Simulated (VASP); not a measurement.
A run of VASP 6.6.1 is set up as follows.

File INCAR:

```
ALGO = Normal ; EDIFF = 1E-7
ENCUT = 520 ; GGA = PS
ISIF = 2 ; ISMEAR = 1
LASPH = T ; LCHARG = F
LREAL = F ; LWAVE = F
NBANDS = 35 ; NELM = 100
PREC = Accurate ; SIGMA = 0.05
```

Contents of KPOINTS:

```
k-points
0
Gamma
  8 8 1
```

Contents of POSCAR:

```
MoS2
1.0
    3.1845414600      0.0000000000      0.0000000000
   -1.5922707300      2.7578938000      0.0000000000
    0.0000000000      0.0000000000     21.6705347200
Mo S
2 4
Direct
    0.6666666667      0.3333333333      0.1488397700
    0.3333333333      0.6666666667      0.8511602300
    0.3333333333      0.6666666667      0.2203746100
    0.6666666667      0.3333333333      0.9227490000
    0.3333333333      0.6666666667      0.0772510000
    0.6666666667      0.3333333333      0.7796253900
```

Potentials or basis: VASP PAW PBE potentials, release 64 (Mo_sv, S).

Command:

```sh
$ cat potpaw_PBE.64/Mo_sv/POTCAR potpaw_PBE.64/S/POTCAR > POTCAR
$ mpirun -np 1 vasp_std > vasp.out
```

**Question.** What does it give for the band gap on the k mesh?

**Answer.** 1.44 eV, indirect (least direct gap 1.95 eV).

**Question.** Estimate the largest force.

**Answer.** 0.130 eV/Å.

Forces in eV/Å, atoms in the order of the input:
```
Mo   0.000  0.000 -0.006
Mo   0.000  0.000  0.006
S    0.000  0.000 -0.130
S    0.000  0.000 -0.115
S    0.000  0.000  0.115
S    0.000  0.000  0.130
```

Caveat: the PAW data sets were made with another functional, which shifts forces and pressure a little.
